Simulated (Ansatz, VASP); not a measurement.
# Two plane-wave programs on ScGa2As3

```
Sc Ga As
1.0
     6.27525   -3.62871    0.00000
     6.27525    3.62871    0.00000
     0.00000    0.00000    6.65896
Sc Ga As
2 4 6
Direct
  0.83387 0.16613 0.50628
  0.16613 0.83387 0.00628
  0.16720 0.49268 0.49718
  0.50732 0.83280 0.49718
  0.49268 0.16720 0.99718
  0.83280 0.50732 0.99718
  0.83400 0.51582 0.62325
  0.48418 0.16600 0.62325
  0.18744 0.81256 0.60787
  0.51582 0.83400 0.12325
  0.16600 0.48418 0.12325
  0.81256 0.18744 0.10787
```

Alike in both runs: functional PBE; k mesh 3 × 3 × 3; occupations gaussian, width 0.2 eV; no spin polarisation.

Ansatz relaxed the structure, and its values are those at the end. VASP's run is a single point on that final structure, the one shown.

```csv
,VASP,Ansatz
version,VASP 6.6.1,Ansatz 0.2.0
potentials or method,"VASP PAW PBE potentials, release 64 (Sc_sv, Ga_d, As), cutoff 520 eV","scalar-relativistic, plane waves, PAW"
valence electrons in the cell,104,164
```

|  | VASP | Ansatz | Ansatz less VASP |
| --- | --- | --- | --- |
| gap on the k mesh at the Fermi level (eV) | 1.37 | 1.38 | +0.006 |
| least direct gap on the mesh (eV) | 1.53 | 1.54 | +0.006 |
| pressure (GPa) | 0.6 | 0.4 | -0.19 |
| rms of the force components (eV/Å) | 0.021 | 0.020 | -0.0006 |

VASP's potentials hold 104 valence electrons a cell and Ansatz's 164, so a difference there can come from the potentials and not from the codes.
